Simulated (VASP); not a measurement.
# TiCo: single point with PBE

The system is TiCo.

```xyz
2
Lattice="2.9861 0.0000 0.0000 0.0000 2.9861 0.0000 0.0000 0.0000 2.9861" Properties=species:S:1:pos:R:3 pbc="T T T"
Co    1.4931    1.4931    1.4931
Ti    0.0000    0.0000    0.0000
```

```
Program                : VASP 6.6.1
Task                   : single point
Functional             : PBE
Potentials or basis    : VASP PAW PBE potentials, release 64 (Co, Ti_sv)
Cutoff                 : 520 eV
k mesh                 : 9 × 9 × 9
Occupations            : fermi-dirac, width 0.05 eV
Spin                   : collinear spin, ferrimagnetic start
Starting moments       : [-0.12, 1.09] μB
Dipole correction      : no
Further INCAR settings : ALGO = Normal; EDIFF = 1e-07; NBANDS = 22
```

```json
{
  "Pressure": "-1.1 GPa",
  "Net moment": "-0.79 μB per cell",
  "Site moments": "Co -0.88; Ti +0.03 μB",
  "Valence electrons inside the program's atomic spheres": "Co 8.29; Ti 10.29"
}
```

Levels at points of the mesh, in eV from the Fermi level:
Spin up:
| k point | band 8 | band 9 | band 10 | band 11 | band 12 | band 13 |
| --- | --- | --- | --- | --- | --- | --- |
| (0.00, 0.00, 0.00) | -1.35 | -1.35 | -1.35 | 0.99 | 0.99 | 2.74 |
Spin down:
```csv
k point,band 8,band 9,band 10,band 11,band 12,band 13,band 14,band 15
"(0.00, 0.00, 0.00)",-1.87,-1.87,-1.87,0.47,0.47,2.65,2.65,2.65
```

It took 33 s on 1 thread of AMD EPYC 9R45 96-Core Processor (Zen 5), with other jobs on the host, peak memory 0.14 GiB.
